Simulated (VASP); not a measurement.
# EuO (Fm-3m) in VASP: single point with PBE

Aim: the single point of EuO with PBE.

Program: VASP 6.6.1. These are calculated values, not measurements. Logs are shortened: lines on timing, memory, paths and dates and some standing lists are left out, and cuts for length are marked.

**1. The cell of the first run**

Symmetry: Fm-3m, No. 225, cubic system. The conventional cell has a = 4.739 Å, b = 4.739 Å, c = 4.739 Å, α = 90.00°, β = 90.00°, γ = 90.00°. Eu (site symmetry m-3m) has 6 O at 2.37 Å within 3.1 Å. Within 3.1 Å of O (site symmetry m-3m) lie 6 Eu at 2.37 Å.

**2. Single point, PBE, collinear spin, ferromagnetic start**

Input file INCAR:

```
SYSTEM = EuO
PREC     = Accurate       ! precision mode
ENCUT    = 600            ! plane-wave cutoff, eV
EDIFF    = 1E-6           ! SCF threshold, eV
ISMEAR   = 0              ! smearing method
SIGMA    = 0.1            ! smearing width, eV
LREAL    = .False.        ! projectors in reciprocal space
LASPH    = .True.         ! aspherical terms in the spheres
NELM     = 200            ! most SCF steps
ALGO     = Normal         ! electronic algorithm
ISIF     = 2              ! what is computed and relaxed
LWAVE    = .False.        ! write WAVECAR
LCHARG   = .True.         ! write CHGCAR
ISPIN    = 2              ! spin polarisation
MAGMOM   = 6.93 0         ! initial moments
LORBIT   = 11             ! projections on sites
LMAXMIX  = 6              ! l up to which the mixer works
GGA      = PE             ! functional
LELF     = .True.         ! ELF
LVHAR    = .True.       
NBANDS   = 22             ! bands
GGA_COMPAT= .False.
```

Input file KPOINTS:

```
Automatic mesh
0
Gamma
  22 22 22
  0 0 0
```

Input file POSCAR:

```
EuO
1.0
    0.0000000000      2.3696277656      2.3696277656
    2.3696277656      0.0000000000      2.3696277656
    2.3696277656      2.3696277656      0.0000000000
Eu O
1 1
Direct
    0.0000000000      0.0000000000      0.0000000000
    0.5000000000      0.5000000000      0.5000000000
```

Potentials or basis: VASP PAW PBE potentials, release 64 (Eu, O).

Run with:

```console
$ cat potpaw_PBE.64/Eu/POTCAR potpaw_PBE.64/O/POTCAR > POTCAR
$ mpirun -np 1 vasp_std > vasp.out
```

OUTCAR:

```text
SYSTEM = EuO
   PREC = Accurate
   ENCUT = 600
   EDIFF = 1E-6
   ISMEAR = 0
   LREAL = .False.
   LASPH = .True.
   NELM = 200
   ISIF = 2
   ISPIN = 2
   LORBIT = 11
   GGA = PE

 ion  position               nearest neighbor table
   1  0.000  0.000  0.000-   2 2.37   2 2.37   2 2.37   2 2.37   2 2.37   2 2.37
   2  0.500  0.500  0.500-   1 2.37   1 2.37   1 2.37   1 2.37   1 2.37   1 2.37

  LATTYP: Found a face centered cubic cell.
 ALAT       =     4.7392555312

  Lattice vectors:

 A1 = (   0.0000000000,   2.3696277656,   2.3696277656)
 A2 = (   2.3696277656,   0.0000000000,   2.3696277656)
 A3 = (   2.3696277656,   2.3696277656,   0.0000000000)

Analysis of symmetry for initial positions (statically):
=====================================================================
 Subroutine PRICEL returns:
 Original cell was already a primitive cell.

 Routine SETGRP: Setting up the symmetry group for a
 face centered cubic supercell.

 Subroutine GETGRP returns: Found 48 space group operations
 (whereof 48 operations were pure point group operations)
 out of a pool of 48 trial point group operations.

The static configuration has the point symmetry O_h .

Analysis of symmetry for dynamics (positions and initial velocities):
=====================================================================
 Subroutine PRICEL returns:
 Original cell was already a primitive cell.

 Routine SETGRP: Setting up the symmetry group for a
 face centered cubic supercell.

 Subroutine GETGRP returns: Found 48 space group operations
 (whereof 48 operations were pure point group operations)
 out of a pool of 48 trial point group operations.

The dynamic configuration has the point symmetry O_h .

Analysis of structural, dynamic, and magnetic symmetry:
=====================================================================
 Subroutine PRICEL returns:
 Original cell was already a primitive cell.

 Routine SETGRP: Setting up the symmetry group for a
 face centered cubic supercell.

 Subroutine GETGRP returns: Found 48 space group operations
 (whereof 48 operations were pure point group operations)
 out of a pool of 48 trial point group operations.

The overall configuration has the point symmetry O_h .

 Subroutine INISYM returns: Found 48 space group operations
 (whereof 48 operations are pure point group operations),
 and found     1 'primitive' translations

----------------------------------------------------------------------------------------

                                     Primitive cell

  volume of cell :      26.6116

  direct lattice vectors                    reciprocal lattice vectors
     0.000000000  2.369627766  2.369627766    -0.211003605  0.211003605  0.211003605
     2.369627766  0.000000000  2.369627766     0.211003605 -0.211003605  0.211003605
     2.369627766  2.369627766  0.000000000     0.211003605  0.211003605 -0.211003605

  length of vectors
     3.351159724  3.351159724  3.351159724     0.365468964  0.365468964  0.365468964

  position of ions in fractional coordinates (direct lattice)
     0.000000000  0.000000000  0.000000000
     0.500000000  0.500000000  0.500000000

  ion indices of the primitive-cell ions
   primitive index   ion index
                 1           1
                 2           2

----------------------------------------------------------------------------------------

 KPOINTS: Automatic mesh

Automatic generation of k-mesh.
 Grid dimensions read from file:
 generate k-points for:   22   22   22

 Generating k-lattice:

  Cartesian coordinates                     Fractional coordinates (reciprocal lattice)
    -0.009591073  0.009591073  0.009591073     0.045454545  0.000000000  0.000000000
     0.009591073 -0.009591073  0.009591073     0.000000000  0.045454545  0.000000000
     0.009591073  0.009591073 -0.009591073     0.000000000  0.000000000  0.045454545

  Length of vectors
     0.016612226  0.016612226  0.016612226

  Shift w.r.t. Gamma in fractional coordinates (k-lattice)
     0.000000000  0.000000000  0.000000000

 Subroutine IBZKPT returns following result:
 ===========================================

 Found    328 irreducible k-points:

 Following reciprocal coordinates:
            Coordinates               Weight
  0.000000  0.000000  0.000000      1.000000
  0.045455  0.000000  0.000000      8.000000
  0.090909  0.000000  0.000000      8.000000
  0.136364  0.000000  0.000000      8.000000
  0.181818  0.000000  0.000000      8.000000
  0.227273  0.000000  0.000000      8.000000
[... 16 lines left out ...]
  0.500000  0.045455  0.000000     24.000000
 -0.454545  0.045455  0.000000     24.000000
 [... further k-points ...]
   k-points           NKPTS =    328   k-points in BZ     NKDIM =    328   number of bands    NBANDS=     22
   number of dos      NEDOS =    301   number of ions     NIONS =      2
   total plane-waves  NPLWV =  21952
   dimension x,y,z NGX =    28 NGY =   28 NGZ =   28
   dimension x,y,z NGXF=    56 NGYF=   56 NGZF=   56
   ions per type =               1   1
   NGX,Y,Z   is equivalent  to a cutoff of  13.89, 13.89, 13.89 a.u.
   NGXF,Y,Z  is equivalent  to a cutoff of  27.78, 27.78, 27.78 a.u.
 SYSTEM =  EuO
   PREC   = accura    normal or accurate (medium, high low for compatibility)
   ISTART =      0    job   : 0-new  1-cont  2-samecut
   ICHARG =      2    charge: 1-file 2-atom 10-const
   ISPIN  =      2    spin polarized calculation?
   LNONCOLLINEAR =      F non collinear calculations
   LSORBIT =      F    spin-orbit coupling
   LASPH  =      T    aspherical Exc in radial PAW
   ENCUT  =  600.0 eV  44.10 Ry    6.64 a.u.   6.69  6.69  6.69*2*pi/ulx,y,z
   NELM   =    200;   NELMIN=  2; NELMDL= -5     # of ELM steps
   EDIFF  = 0.1E-05   stopping-criterion for ELM
   LREAL  =      F    real-space projection
   EDIFFG = 0.1E-04   stopping-criterion for IOM
   NSW    =      0    number of steps for IOM
   IBRION =     -1    ionic relax: 0-MD 1-quasi-New 2-CG
   NFREE  =      0    steps in history (QN), initial steepest desc. (CG)
   ISIF   =      2    stress and relaxation
   ISYM   =      2    0-nonsym 1-usesym 2-fastsym
   POTIM  = 0.5000    time-step for ionic-motion
   TEBEG  =    0.0;   TEEND  =   0.0 temperature during run
   PSTRESS=    0.0 pullay stress
   NELECT =      23.0000    total number of electrons
   NUPDOWN=      -1.0000    fix difference up-down
   EMIN   =  10.00;   EMAX   =-10.00  energy-range for DOS
   EFERMI =   0.00;   METHOD = LEGACY
   ISMEAR =     0;   SIGMA  =   0.10  broadening in eV -4-tet -1-fermi 0-gaus
   EFERMI_NEDOS =   21; number of points for ismear=-14 and -15
   IALGO  =     38    algorithm
   IMIX   =      4    mixing-type and parameters
     AMIX     =   0.40;   BMIX     =  1.00
     AMIX_MAG =   1.60;   BMIX_MAG =  1.00
  volume/ion in A,a.u.               =      13.31        89.79
  Fermi-wavevector in a.u.,A,eV,Ry     =   1.559411  2.946860 33.086148  2.431763
  Thomas-Fermi vector in A             =   2.662773
   LORBIT       =     11    0 simple, 1 ext, 2 COOP (PROOUT), +10 PAW based schemes
   GGA     = PE    functional components
   LHFCALC =     F    Hartree Fock is set to
   AEXX    =    0.0000 exact exchange contribution
   IVDW    =     0    specifies the selected vdW correction
   LEPSILON=     F    determine dielectric tensor
   LRPA    =     F    only Hartree local field effects (RPA)
 spin polarized calculation
 Gauss-broadening in eV      SIGMA  =   0.10
  energy-cutoff  :      600.00
  volume of cell :       26.61
 maximum number of plane-waves:       911
   NGX = 13   NGY = 13   NGZ = 13

 number of electron      22.9999999 magnetization       6.8060831

 Free energy of the ion-electron system (eV)
  ---------------------------------------------------
  ext. energy  EPLUGINS =         0.00000000
  ---------------------------------------------------
  free energy    TOTEN  =       -21.59195839 eV

  energy without entropy =      -21.58457254  energy(sigma->0) =      -21.58826546

 E-fermi :   6.3711     XC(G=0): -12.2777

 val. band max:        6.3684892464   @ k =  -0.4545   0.5000   0.0455
 cond. band min:       6.3715264163   @ k =   0.1818   0.0909   0.0455
 fundamental gap:      0.0030371698
 Fermi energy:         6.3711289933

 spin component 1

 k-point     1 :       0.0000    0.0000    0.0000
  band No.  band energies     occupation
      1     -35.1747      1.00000
      2     -13.2528      1.00000
      3     -13.1419      1.00000
      4     -13.1419      1.00000
      5     -13.1419      1.00000
      6       1.7743      1.00000
[... 14 lines left out ...]
     21      10.7615      0.00000
     22      16.4181      0.00000
[... 552 lines left out ...]
  band No.  band energies     occupation
      1     -34.9088      1.00000
      2     -16.5866      1.00000
      3     -13.3338      1.00000
      4     -13.2926      1.00000
      5     -10.4472      1.00000
      6      -0.7339      1.00000
[... 14 lines left out ...]
     21      16.0654      0.00000
     22      20.1326      0.00000

 [... further k-points ...]

 spin component 2

 k-point     1 :       0.0000    0.0000    0.0000
  band No.  band energies     occupation
      1     -32.2479      1.00000
      2     -13.2517      1.00000
      3     -10.8988      1.00000
      4     -10.8988      1.00000
      5     -10.8988      1.00000
      6       1.9742      1.00000
[... 14 lines left out ...]
     21      11.9170      0.00000
     22      18.4489      0.00000
[... 552 lines left out ...]
  band No.  band energies     occupation
      1     -31.9120      1.00000
      2     -15.6535      1.00000
      3     -11.0950      1.00000
      4     -11.0422      1.00000
      5      -9.3839      1.00000
      6      -0.3564      1.00000
[... 14 lines left out ...]
     21      17.3797      0.00000
     22      21.5613      0.00000

 [... further k-points ...]

------------------------ aborting loop because EDIFF is reached ----------------------------------------

  FORCE on cell =-STRESS in cart. coord.  units (eV):
  Direction    XX          YY          ZZ          XY          YZ          ZX
  --------------------------------------------------------------------------------------
  -------------------------------------------------------------------------------------
  Total        5.0016762      5.0016762      5.0016762      0.0000000      0.0000000      0.0000000
  in kB      301.1312090    301.1312090    301.1312090      0.0000000      0.0000000      0.0000000
  external PRESSURE =     301.1312090 kB  Pullay stress =       0.0000000 kB

 VOLUME and BASIS-vectors are now :
 -----------------------------------------------------------------------------
  energy-cutoff  :      600.00
  volume of cell :       26.61
      direct lattice vectors                 reciprocal lattice vectors
     0.000000000  2.369627766  2.369627766    -0.211003605  0.211003605  0.211003605
     2.369627766  0.000000000  2.369627766     0.211003605 -0.211003605  0.211003605
     2.369627766  2.369627766  0.000000000     0.211003605  0.211003605 -0.211003605

 POSITION                                       TOTAL-FORCE (eV/Angst)
 -----------------------------------------------------------------------------------
      0.00000      0.00000      0.00000         0.000000      0.000000      0.000000
      2.36963      2.36963      2.36963        -0.000000     -0.000000     -0.000000
 -----------------------------------------------------------------------------------
    total drift:                                0.000000      0.000000      0.000000

  FREE ENERGIE OF THE ION-ELECTRON SYSTEM (eV)
  ---------------------------------------------------
  free  energy   TOTEN  =       -21.5919583865 eV

  energy  without entropy=      -21.5845725399  energy(sigma->0) =      -21.58826546

 total charge

# of ion       s       p       d       f       tot
--------------------------------------------------
    1        2.045   5.798   0.624   6.532  14.999
    2        1.563   3.491   0.000   0.000   5.054
--------------------------------------------------
tot          3.608   9.289   0.624   6.532  20.053

 magnetization (x)

# of ion       s       p       d       f       tot
--------------------------------------------------
    1       -0.011  -0.096   0.172   6.424   6.490
    2       -0.006  -0.093   0.000   0.000  -0.098
--------------------------------------------------
tot         -0.017  -0.188   0.172   6.424   6.391
```

Wall time 19 min (1 thread of Intel Xeon 8259CL, shared host); peak memory 0.51 GiB.

Results:

| Property | Result |
| --- | --- |
| Free energy | -21.5920 eV |
| Pressure | 30.1 GPa |
| Net moment | 6.81 μB per cell |
| Site moments | Eu +6.49; O -0.10 μB |
| Valence electrons inside the program's atomic spheres | Eu 15.00; O 5.05 |

Levels at points of the mesh, in eV from the Fermi level:
Spin up:
| k point | band 13 | band 14 | band 15 | band 16 | band 17 | band 18 |
| --- | --- | --- | --- | --- | --- | --- |
| (0.00, 0.00, 0.00) | 0.20 | 0.20 | 0.20 | 1.04 | 1.54 | 1.54 |
| (0.50, 0.00, 0.00) | -0.38 | -0.35 | -0.30 | 2.80 | 5.30 | 5.30 |
| (0.50, 0.50, 0.00) | -0.51 | -0.38 | 0.03 | 0.03 | 4.96 | 6.89 |
Spin down:
```tsv
k point	band 6	band 7	band 8	band 9	band 10	band 11
(0.00, 0.00, 0.00)	-4.40	-4.40	-4.40	2.22	2.67	2.67
(0.50, 0.00, 0.00)	-6.80	-5.97	-5.97	3.48	3.61	3.86
(0.50, 0.50, 0.00)	-4.01	-4.01	-3.63	-1.07	4.00	4.01
```

Caveat: the cell stands under pressure; spin-orbit coupling is left out, which moves the levels of the heavy elements; a cell with one magnetic atom can't hold antiferromagnetic order, which such compounds often take; semilocal functionals describe open f shells poorly, which spoils levels, moments and volumes. The state reached can hang on the start; a lower one may exist.
